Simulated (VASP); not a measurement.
# Al2Au (Fm-3m) in VASP: a series of runs

Al2Au is run at these levels: PBE; tasks: single point.

Everything below comes from runs of VASP 6.6.1. Logs are shortened: lines on timing, memory, paths and dates and some standing lists are left out, and cuts for length are marked.

### Step 1. The cell of the first run

It takes space group Fm-3m (No. 225, cubic). Conventional cell: a = 6.061 Å, b = 6.061 Å, c = 6.061 Å, α = 90.00°, β = 90.00°, γ = 90.00°. Al (site symmetry -43m) has 4 Au at 2.62 Å and 6 Al at 3.03 Å within 3.5 Å. Au (site symmetry m-3m) has 8 Al at 2.62 Å within 3.5 Å.

### Step 2. Single point, PBE

File INCAR:

```
SYSTEM = Al2Au
  PREC = Accurate
  ENCUT = 520
  EDIFF = 1E-6
  ISMEAR = 0
  SIGMA = 0.1
  LREAL = .False.
  LASPH = .True.
  NELM = 80
  ALGO = Normal
  ISIF = 2
  LWAVE = .False.
  LCHARG = .False.
  GGA = PE
  NBANDS = 16
```

File KPOINTS:

```
Automatic mesh
0
Gamma
  12 12 12
  0 0 0
```

File POSCAR:

```
Al2Au
1.0
    0.0000000000      3.0303902161      3.0303902161
    3.0303902161      0.0000000000      3.0303902161
    3.0303902161      3.0303902161      0.0000000000
Al Au
2 1
Direct
    0.2500000000      0.2500000000      0.2500000000
    0.7500000000      0.7500000000      0.7500000000
    0.0000000000      0.0000000000      0.0000000000
```

Potentials or basis: VASP PAW PBE potentials, release 64 (Al, Au).

Run with:

```bash
$ cat potpaw_PBE.64/Al/POTCAR potpaw_PBE.64/Au/POTCAR > POTCAR
$ mpirun -np 1 vasp_std > vasp.out
```

OUTCAR:

```text
SYSTEM = Al2Au
   PREC = Accurate
   ENCUT = 520
   EDIFF = 1E-6
   ISMEAR = 0
   LREAL = .False.
   LASPH = .True.
   NELM = 80
   ISIF = 2
   GGA = PE

 ion  position               nearest neighbor table
   1  0.250  0.250  0.250-   3 2.62   3 2.62   3 2.62   3 2.62   2 3.03   2 3.03   2 3.03   2 3.03
                             2 3.03   2 3.03
   2  0.750  0.750  0.750-   3 2.62   3 2.62   3 2.62   3 2.62   1 3.03   1 3.03   1 3.03   1 3.03
                             1 3.03   1 3.03
   3  0.000  0.000  0.000-   1 2.62   2 2.62   2 2.62   2 2.62   2 2.62   1 2.62   1 2.62   1 2.62

  LATTYP: Found a face centered cubic cell.
 ALAT       =     6.0607804322

  Lattice vectors:

 A1 = (   0.0000000000,   3.0303902161,   3.0303902161)
 A2 = (   3.0303902161,   0.0000000000,   3.0303902161)
 A3 = (   3.0303902161,   3.0303902161,   0.0000000000)

Analysis of symmetry for initial positions (statically):
=====================================================================
 Subroutine PRICEL returns:
 Original cell was already a primitive cell.

 Routine SETGRP: Setting up the symmetry group for a
 face centered cubic supercell.

 Subroutine GETGRP returns: Found 48 space group operations
[... 9 lines left out ...]

 Routine SETGRP: Setting up the symmetry group for a
 face centered cubic supercell.

 Subroutine GETGRP returns: Found 48 space group operations
[... 11 lines left out ...]
                                     Primitive cell

  volume of cell :      55.6578

  direct lattice vectors                    reciprocal lattice vectors
     0.000000000  3.030390216  3.030390216    -0.164995253  0.164995253  0.164995253
     3.030390216  0.000000000  3.030390216     0.164995253 -0.164995253  0.164995253
     3.030390216  3.030390216  0.000000000     0.164995253  0.164995253 -0.164995253

  length of vectors
     4.285618943  4.285618943  4.285618943     0.285780161  0.285780161  0.285780161

  position of ions in fractional coordinates (direct lattice)
     0.250000000  0.250000000  0.250000000
     0.750000000  0.750000000  0.750000000
     0.000000000  0.000000000  0.000000000

  ion indices of the primitive-cell ions
   primitive index   ion index
                 1           1
                 2           2
                 3           3

----------------------------------------------------------------------------------------

 KPOINTS: Automatic mesh

Automatic generation of k-mesh.
 Grid dimensions read from file:
 generate k-points for:   12   12   12

 Generating k-lattice:

  Cartesian coordinates                     Fractional coordinates (reciprocal lattice)
    -0.013749604  0.013749604  0.013749604     0.083333333  0.000000000  0.000000000
     0.013749604 -0.013749604  0.013749604     0.000000000  0.083333333  0.000000000
     0.013749604  0.013749604 -0.013749604     0.000000000  0.000000000  0.083333333

  Length of vectors
     0.023815013  0.023815013  0.023815013

  Shift w.r.t. Gamma in fractional coordinates (k-lattice)
     0.000000000  0.000000000  0.000000000

 Subroutine IBZKPT returns following result:
 ===========================================

 Found     72 irreducible k-points:

 Following reciprocal coordinates:
            Coordinates               Weight
  0.000000  0.000000  0.000000      1.000000
  0.083333  0.000000  0.000000      8.000000
  0.166667  0.000000  0.000000      8.000000
  0.250000  0.000000  0.000000      8.000000
  0.333333  0.000000  0.000000      8.000000
  0.416667  0.000000  0.000000      8.000000
[... 16 lines left out ...]
  0.500000  0.166667  0.000000     24.000000
 -0.416667  0.166667  0.000000     24.000000
 [... further k-points ...]
   k-points           NKPTS =     72   k-points in BZ     NKDIM =     72   number of bands    NBANDS=     16
   number of dos      NEDOS =    301   number of ions     NIONS =      3
   total plane-waves  NPLWV =  32768
   dimension x,y,z NGX =    32 NGY =   32 NGZ =   32
   dimension x,y,z NGXF=    64 NGYF=   64 NGZF=   64
   ions per type =               2   1
   NGX,Y,Z   is equivalent  to a cutoff of  12.41, 12.41, 12.41 a.u.
   NGXF,Y,Z  is equivalent  to a cutoff of  24.83, 24.83, 24.83 a.u.
 SYSTEM =  Al2Au
   PREC   = accura    normal or accurate (medium, high low for compatibility)
   ISTART =      0    job   : 0-new  1-cont  2-samecut
   ICHARG =      2    charge: 1-file 2-atom 10-const
   ISPIN  =      1    spin polarized calculation?
   LNONCOLLINEAR =      F non collinear calculations
   LSORBIT =      F    spin-orbit coupling
   LASPH  =      T    aspherical Exc in radial PAW
   ENCUT  =  520.0 eV  38.22 Ry    6.18 a.u.   7.97  7.97  7.97*2*pi/ulx,y,z
   NELM   =     80;   NELMIN=  2; NELMDL= -5     # of ELM steps
   EDIFF  = 0.1E-05   stopping-criterion for ELM
   LREAL  =      F    real-space projection
   EDIFFG = 0.1E-04   stopping-criterion for IOM
   NSW    =      0    number of steps for IOM
   IBRION =     -1    ionic relax: 0-MD 1-quasi-New 2-CG
   NFREE  =      0    steps in history (QN), initial steepest desc. (CG)
   ISIF   =      2    stress and relaxation
   ISYM   =      2    0-nonsym 1-usesym 2-fastsym
   POTIM  = 0.5000    time-step for ionic-motion
   TEBEG  =    0.0;   TEEND  =   0.0 temperature during run
   PSTRESS=    0.0 pullay stress
   NELECT =      17.0000    total number of electrons
   NUPDOWN=      -1.0000    fix difference up-down
   EMIN   =  10.00;   EMAX   =-10.00  energy-range for DOS
   EFERMI =   0.00;   METHOD = LEGACY
   ISMEAR =     0;   SIGMA  =   0.10  broadening in eV -4-tet -1-fermi 0-gaus
   EFERMI_NEDOS =   21; number of points for ismear=-14 and -15
   IALGO  =     38    algorithm
   IMIX   =      4    mixing-type and parameters
     AMIX     =   0.40;   BMIX     =  1.00
     AMIX_MAG =   1.60;   BMIX_MAG =  1.00
  volume/ion in A,a.u.               =      18.55       125.20
  Fermi-wavevector in a.u.,A,eV,Ry     =   1.102510  2.083442 16.538270  1.215529
  Thomas-Fermi vector in A             =   2.238954
   LORBIT       =      0    0 simple, 1 ext, 2 COOP (PROOUT), +10 PAW based schemes
   GGA     = PE    functional components
   LHFCALC =     F    Hartree Fock is set to
   AEXX    =    0.0000 exact exchange contribution
   IVDW    =     0    specifies the selected vdW correction
   LEPSILON=     F    determine dielectric tensor
   LRPA    =     F    only Hartree local field effects (RPA)
 non-spin polarized calculation
 Gauss-broadening in eV      SIGMA  =   0.10
  energy-cutoff  :      520.00
  volume of cell :       55.66
 maximum number of plane-waves:      1524
   NGX = 15   NGY = 15   NGZ = 15

 number of electron      17.0000002 magnetization

 Free energy of the ion-electron system (eV)
  ---------------------------------------------------
  ext. energy  EPLUGINS =         0.00000000
  ---------------------------------------------------
  free energy    TOTEN  =       -12.02424472 eV

  energy without entropy =      -12.01958786  energy(sigma->0) =      -12.02191629

 E-fermi :   7.4606     XC(G=0): -10.3953

 val. band max:        7.4401982535   @ k =   0.5000   0.1667   0.0833
 cond. band min:       7.4750075418   @ k =  -0.2500   0.0833   0.0000
 fundamental gap:      0.0348092883
 Fermi energy:         7.4605919526

 k-point     1 :       0.0000    0.0000    0.0000
  band No.  band energies     occupation
      1      -2.8817      2.00000
      2       1.0166      2.00000
      3       1.0166      2.00000
      4       1.0166      2.00000
      5       1.9416      2.00000
      6       1.9416      2.00000
[... 8 lines left out ...]
     15      13.1058      0.00000
     16      13.1058      0.00000

 k-point     2 :       0.0833    0.0000    0.0000
  band No.  band energies     occupation
      1      -2.7926      2.00000
      2       0.9858      2.00000
      3       1.0390      2.00000
      4       1.0390      2.00000
      5       1.9367      2.00000
      6       1.9367      2.00000
[... 8 lines left out ...]
     15      12.8734      0.00000
     16      12.9242      0.00000

 k-point     3 :       0.1667    0.0000    0.0000
  band No.  band energies     occupation
      1      -2.5299      2.00000
      2       0.9080      2.00000
      3       1.0975      2.00000
      4       1.0975      2.00000
      5       1.9297      2.00000
      6       1.9297      2.00000
[... 8 lines left out ...]
     15      12.8603      0.00000
     16      13.0176      0.00000

 k-point     4 :       0.2500    0.0000    0.0000
  band No.  band energies     occupation
      1      -2.1117      2.00000
      2       0.8225      2.00000
      3       1.1676      2.00000
      4       1.1676      2.00000
      5       1.9392      2.00000
      6       1.9392      2.00000
[... 8 lines left out ...]
     15      13.6857      0.00000
     16      13.7685      0.00000

 k-point     5 :       0.3333    0.0000    0.0000
  band No.  band energies     occupation
      1      -1.5873      2.00000
      2       0.7907      2.00000
      3       1.2206      2.00000
      4       1.2206      2.00000
      5       1.9782      2.00000
      6       1.9782      2.00000
[... 8 lines left out ...]
     15      14.7005      0.00000
     16      14.7567      0.00000

 k-point     6 :       0.4167    0.0000    0.0000
  band No.  band energies     occupation
      1      -1.0889      2.00000
      2       0.9080      2.00000
      3       1.2458      2.00000
      4       1.2458      2.00000
      5       2.0297      2.00000
      6       2.0297      2.00000
[... 8 lines left out ...]
     15      15.6836      0.00000
     16      15.9725      0.00000
[... 267 lines left out ...]
 k-point    21 :       0.3333    0.1667    0.0000
  band No.  band energies     occupation
      1      -1.6280      2.00000
      2       0.6629      2.00000
      3       1.2918      2.00000
      4       1.3089      2.00000
      5       1.7939      2.00000
      6       2.0711      2.00000
[... 8 lines left out ...]
     15      15.8418      0.00000
     16      15.8492      0.00000

 k-point    22 :       0.4167    0.1667    0.0000
  band No.  band energies     occupation
      1      -1.0880      2.00000
      2       0.6468      2.00000
      3       1.3063      2.00000
      4       1.3573      2.00000
      5       1.9120      2.00000
      6       2.0904      2.00000
[... 8 lines left out ...]
     15      16.6007      0.00000
     16      16.9473      0.00000

 k-point    23 :       0.5000    0.1667    0.0000
  band No.  band energies     occupation
      1      -0.6512      2.00000
      2       0.7516      2.00000
      3       1.3289      2.00000
      4       1.3797      2.00000
      5       2.0709      2.00000
      6       2.0763      2.00000
[... 8 lines left out ...]
     15      16.4994      0.00000
     16      17.2786      0.00000

 k-point    24 :      -0.4167    0.1667    0.0000
  band No.  band energies     occupation
      1      -0.5853      2.00000
      2       0.8117      2.00000
      3       1.3728      2.00000
      4       1.3835      2.00000
      5       1.9890      2.00000
      6       1.9992      2.00000
[... 8 lines left out ...]
     15      15.5962      0.00000
     16      16.0668      0.00000

 [... further k-points ...]
[... 5 lines left out ...]
  --------------------------------------------------------------------------------------
  -------------------------------------------------------------------------------------
  Total       -0.0763154     -0.0763154     -0.0763154      0.0000000      0.0000000      0.0000000
  in kB       -2.1968334     -2.1968334     -2.1968334      0.0000000      0.0000000      0.0000000
  external PRESSURE =      -2.1968334 kB  Pullay stress =       0.0000000 kB

 VOLUME and BASIS-vectors are now :
 -----------------------------------------------------------------------------
  energy-cutoff  :      520.00
  volume of cell :       55.66
      direct lattice vectors                 reciprocal lattice vectors
     0.000000000  3.030390216  3.030390216    -0.164995253  0.164995253  0.164995253
     3.030390216  0.000000000  3.030390216     0.164995253 -0.164995253  0.164995253
     3.030390216  3.030390216  0.000000000     0.164995253  0.164995253 -0.164995253

 POSITION                                       TOTAL-FORCE (eV/Angst)
 -----------------------------------------------------------------------------------
      1.51520      1.51520      1.51520        -0.000000     -0.000000     -0.000000
      4.54559      4.54559      4.54559         0.000000      0.000000      0.000000
      0.00000      0.00000      0.00000         0.000000      0.000000      0.000000
 -----------------------------------------------------------------------------------
    total drift:                                0.000000     -0.000000      0.000000

  FREE ENERGIE OF THE ION-ELECTRON SYSTEM (eV)
  ---------------------------------------------------
  free  energy   TOTEN  =       -12.0242447196 eV

  energy  without entropy=      -12.0195878591  energy(sigma->0) =      -12.02191629
```

Run time: 66 s. Hardware: 1 thread of Intel Xeon 6975P-C, shared host; peak memory 0.21 GiB.

Results:

* Free energy: -12.0242 eV
* Pressure: -0.2 GPa

Levels at points of the mesh, in eV from the Fermi level:
| k point | band 6 | band 7 | band 8 | band 9 | band 10 | band 11 | band 12 | band 13 |
| --- | --- | --- | --- | --- | --- | --- | --- | --- |
| (0.00, 0.00, 0.00) | -5.52 | 2.02 | 2.94 | 2.94 | 2.94 | 3.77 | 3.77 | 3.77 |
| (0.50, 0.00, 0.00) | -5.41 | -5.35 | 0.37 | 0.37 | 3.22 | 3.35 | 3.71 | 3.71 |
| (0.50, 0.50, 0.00) | -5.23 | -4.93 | -2.05 | -2.05 | 1.08 | 2.07 | 7.62 | 9.55 |

Caveat: spin-orbit coupling is left out, which moves the levels of the heavy elements.

### Step 3. Single point, PBE (volume scaled by 0.88)

File INCAR:

```
PREC = Accurate ; ENCUT = 520
EDIFF = 1E-6 ; ISMEAR = 0
SIGMA = 0.1 ; LREAL = F
LASPH = T ; NELM = 60
ALGO = Normal ; ISIF = 2
LWAVE = F ; LCHARG = T
GGA = PE ; LELF = T
LVHAR = T ; NBANDS = 16
```

File KPOINTS:

```
Automatic mesh
0
Gamma
  12 12 12
```

File POSCAR:

```
Al2Au
1.0
    0.0000000000      2.9039743730      2.9039743730
    2.9039743730      0.0000000000      2.9039743730
    2.9039743730      2.9039743730      0.0000000000
Al Au
2 1
Direct
    0.2500000000      0.2500000000      0.2500000000
    0.7500000000      0.7500000000      0.7500000000
    0.0000000000      0.0000000000      0.0000000000
```

Potentials or basis: VASP PAW PBE potentials, release 64 (Al, Au).

Run with:

```bash
$ cat potpaw_PBE.64/Al/POTCAR potpaw_PBE.64/Au/POTCAR > POTCAR
$ mpirun -np 1 vasp_std > vasp.out
```

Run time: 25 s. Hardware: 1 thread of Intel Xeon 6975P-C, shared host; peak memory 0.21 GiB.

Results (log left out):

| Item | Value |
| --- | --- |
| Free energy | -11.6990 eV |
| Pressure | 17.8 GPa |

Levels at points of the mesh, in eV from the Fermi level:
```csv
k point,band 5,band 6,band 7,band 8,band 9,band 10,band 11,band 12,band 13,band 14
"(0.00, 0.00, 0.00)",-6.12,-6.12,2.95,2.96,2.96,2.96,4.36,4.36,4.36,6.02
"(0.50, 0.00, 0.00)",-5.97,-5.97,-5.85,0.29,0.29,3.45,4.12,4.12,4.40,9.16
"(0.50, 0.50, 0.00)",-6.25,-5.75,-5.37,-2.37,-2.37,1.84,2.13,7.66,10.66,10.66
```

Caveat: spin-orbit coupling is left out, which moves the levels of the heavy elements.

[end of part 1 of 2]
